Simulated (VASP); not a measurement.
A run of VASP 6.6.1 is set up as follows.

POSCAR

```
Se
1.0
   -1.3940110767      1.3940110767      1.3940110767
    1.3940110767     -1.3940110767      1.3940110767
    1.3940110767      1.3940110767     -1.3940110767
Se
1
Direct
    0.0000000000      0.0000000000      0.0000000000
```

The input INCAR.step1:

```
ALGO = Normal ; EDIFF = 1E-4
ENCUT = 520 ; GGA = PE
ISMEAR = 0 ; LASPH = T
LCHARG = F ; LREAL = F
LWAVE = T ; NBANDS = 9
NELM = 100 ; PREC = Accurate
SIGMA = 0.1
```

The input INCAR.step2:

```
ALGO = Normal ; BPARAM = 11.95
CPARAM = 0.0093 ; EDIFF = 1E-6
ENCUT = 520 ; ISIF = 2
ISMEAR = 0 ; ISTART = 1
IVDW_NL = 2 ; LASPH = T
LCHARG = F ; LMIXTAU = T
LREAL = F ; LUSE_VDW = T
LWAVE = F ; METAGGA = R2SCAN
NBANDS = 9 ; NELM = 100
PREC = Accurate ; SIGMA = 0.1
```

Contents of KPOINTS:

```
k-points
0
Gamma
  20 20 20
```

Potentials or basis: VASP PAW PBE potentials, release 64 (Se).

Command:

```bash
$ cat potpaw_PBE.64/Se/POTCAR > POTCAR
$ cp INCAR.step1 INCAR
$ mpirun -np 1 vasp_std > vasp.out
$ cp INCAR.step2 INCAR
$ mpirun -np 1 vasp_std > vasp.out
```

Question: What does it give for the band gap on the k mesh?

Answer: Zero (band 3 reaches 23.93 eV, above the bottom of band 4 at 6.76 eV).

Question: What does it give for the pressure?

Answer: 187.5 GPa.

Caveat: the PAW data sets were made with another functional, which shifts forces and pressure a little.
